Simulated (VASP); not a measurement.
## K2PdC2: single point with LDA

Crystal: K2PdC2.

```
CELL_PARAMETERS angstrom
5.11818 0.00000 0.00000
-2.55909 4.43248 0.00000
0.00000 0.00000 5.25814
ATOMIC_POSITIONS crystal
K 0.66667 0.33333 0.72020
K 0.33333 0.66667 0.27980
Pd 0.00000 0.00000 0.00000
C 0.00000 0.00000 0.61782
C 0.00000 0.00000 0.37743
```

This cell differs from its parent crystal: all C atoms moved +0.013 Å, as atom 4 towards its neighbour atom 5 (C) at 1.264 Å.

| Quantity | Value |
| --- | --- |
| Program | VASP 6.6.1 |
| Task | single point |
| Functional | LDA |
| Potentials or basis | VASP PAW LDA potentials, release 64 (K_sv, Pd, C) |
| Cutoff | 520 eV |
| k mesh | 6 × 6 × 6 |
| Occupations | gaussian, width 0.05 eV |
| Spin | no spin polarisation |
| Dipole correction | no |
| Further INCAR settings | ALGO = Normal; EDIFF = 1e-06; NBANDS = 26 |

- Pressure: -2.5 GPa
- Largest force: 0.501 eV/Å
- Band gap on the k mesh: 1.35 eV, indirect (least direct gap 1.38 eV)

Forces on the atoms (eV/Å):
```
K    0.000  0.000  0.035
K    0.000  0.000 -0.033
Pd   0.000  0.000 -0.229
C    0.000  0.000  0.501
C    0.000  0.000 -0.274
```

Stress tensor (GPa, compression positive):
```
-1.86  0.00  0.00
 0.00 -1.86  0.00
 0.00  0.00 -3.65
```

Levels at points of the mesh, in eV from the valence-band top:
```
           k point  band 16  band 17  band 18  band 19  band 20  band 21
(0.00, 0.00, 0.00)    -1.54    -1.12    -1.12     4.01     4.38     5.22
(0.50, 0.00, 0.00)    -1.22    -1.04    -0.51     2.42     3.55     4.60
(0.00, 0.00, 0.50)    -1.13     0.00     0.00     2.64     2.64     3.58
(0.50, 0.00, 0.50)    -0.77    -0.05    -0.03     1.35     2.85     4.63
```

Run time: 54 s on 1 thread of AMD EPYC 9R45 96-Core Processor (Zen 5) (shared host), peak memory 0.23 GiB.

Caveat: the cell differs from its parent crystal (all C atoms moved +0.013 Å, as atom 4 towards its neighbour atom 5 (C) at 1.264 Å). A k mesh can miss the band edges.
